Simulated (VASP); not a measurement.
Write the native input for VASP 6.6.1 that does the following.

```
Task                   : single point
Functional             : PBE
Potentials or basis    : VASP PAW PBE potentials, release 64 (O)
Cutoff                 : 520 eV
k mesh                 : 12 × 12 × 12
Occupations            : fermi-dirac, width 0.05 eV
Spin                   : no spin polarisation
Dipole correction      : no
Further INCAR settings : ALGO = Normal; EDIFF = 1e-06; NBANDS = 13
```

The structure of O lies in POSCAR:

```
O
1.0
    0.0000000000      1.8772008259      3.8726695203
    1.4916936829      0.0000000000      3.8726695203
    1.4916936829      1.8772008259      0.0000000000
O
2
Direct
    0.5789020000      0.5789020000      0.4210980000
    0.4210980000      0.4210980000      0.5789020000
```

The input as run:

INCAR

```
SYSTEM = O
ALGO     = Normal         ! electronic algorithm
EDIFF    = 1E-6           ! SCF threshold, eV
ENCUT    = 520            ! plane-wave cutoff, eV
GGA      = PE             ! functional
ISIF     = 2              ! what is computed and relaxed
ISMEAR   = -1             ! smearing method
LASPH    = .TRUE.         ! aspherical terms in the spheres
LCHARG   = .FALSE.        ! write CHGCAR
LREAL    = .FALSE.        ! projectors in reciprocal space
LWAVE    = .FALSE.        ! write WAVECAR
NBANDS   = 13             ! bands
NELM     = 60             ! most SCF steps
PREC     = Accurate       ! precision mode
SIGMA    = 0.05           ! smearing width, eV
```

KPOINTS

```
k-points
0
G
  12 12 12
  0 0 0
```

Potentials or basis: VASP PAW PBE potentials, release 64 (O).

Command:

```sh
$ cat potpaw_PBE.64/O/POTCAR > POTCAR
$ mpirun -np 1 vasp_std > vasp.out
```

Results of the run:

```
Pressure               : 3.3 GPa
Largest force          : 0.471 eV/Å
Band gap on the k mesh : zero (bands 6 and 7 overlap by 2.01 eV)
```

Caveat: the standard files for N, O and F lose accuracy on very short bonds; spin is off for a triplet molecule; the cell stands under pressure; this functional lacks dispersion, which holds the molecules together, so the pressure and a relaxed volume are unreliable.

Wall time 60 s on 1 thread of Intel Xeon 8259CL, with other jobs on the host, peak memory 0.19 GiB.
